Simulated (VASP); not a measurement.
TaC, 2 atoms in the cell. It takes space group Fm-3m (No. 225, cubic). The conventional cell has a = 4.520 Å, b = 4.520 Å, c = 4.520 Å, α = 90.00°, β = 90.00°, γ = 90.00°. Ta (site symmetry m-3m) has 6 C at 2.26 Å within 3.0 Å. C (site symmetry m-3m) has 6 Ta at 2.26 Å within 3.0 Å. 

| Item | Value |
| --- | --- |
| Program | VASP 6.6.1 |
| Task | single point |
| Functional | PBE |
| Potentials or basis | VASP PAW PBE potentials, release 64 (Ta_pv, C) |
| Cutoff | 600 eV |
| k mesh | 16 × 16 × 16 |
| Occupations | gaussian, width 0.1 eV |
| Spin | no spin polarisation |
| Dipole correction | no |
| Further INCAR settings | ALGO = Normal; EDIFF = 1e-06; NBANDS = 14 |

Potentials or basis: VASP PAW PBE potentials, release 64 (Ta_pv, C).

Run with:

```sh
$ cat potpaw_PBE.64/Ta_pv/POTCAR potpaw_PBE.64/C/POTCAR > POTCAR
$ mpirun -np 1 vasp_std > vasp.out
```

Hardware: 1 thread of Intel(R) Xeon(R) 6975P-C (Granite Rapids), on a shared host.

Q: Estimate the wall time of this run.

A: Run time: 23 s on 1 thread of Intel(R) Xeon(R) 6975P-C (Granite Rapids), with other jobs on the host, peak memory 0.2 GiB. Counts: scf iterations 12, k points 145.
